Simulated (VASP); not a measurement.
A run of VASP 6.6.1:

INCAR

```
PREC = Accurate
ENCUT = 520
EDIFF = 1E-6
ISMEAR = -1
SIGMA = 0.08
LREAL = False
LASPH = True
NELM = 100
ALGO = Normal
ISIF = 2
LWAVE = False
LCHARG = False
GGA = PE
NBANDS = 20
```

KPOINTS

```
regular mesh
0
Gamma
  6 6 9
```

File POSCAR:

```
Rb
1.0
    6.0960681416      0.0000000000      0.0000000000
   -3.0480340708      5.2793498739      0.0000000000
    0.0000000000      0.0000000000      3.6397927238
Rb
3
Direct
    0.0000000000      0.0000000000      0.0000000000
    0.3333333333      0.6666666667      0.5000000000
    0.6666666667      0.3333333333      0.5000000000
```

Potentials or basis: VASP PAW PBE potentials, release 64 (Rb_sv).

Run with:

```console
$ cat potpaw_PBE.64/Rb_sv/POTCAR > POTCAR
$ mpirun -np 1 vasp_std > vasp.out
```

Hardware: 1 thread of Intel(R) Xeon(R) Platinum 8259CL CPU @ 2.50GHz (Skylake/Cascade Lake), with other jobs on the host.

**Question.** How long does it take, and how much memory?

**Answer.** Run time: 83 s on 1 thread of Intel(R) Xeon(R) Platinum 8259CL CPU @ 2.50GHz (Skylake/Cascade Lake), on a shared host, peak memory 0.26 GiB. Counts: scf iterations 11, k points 35.
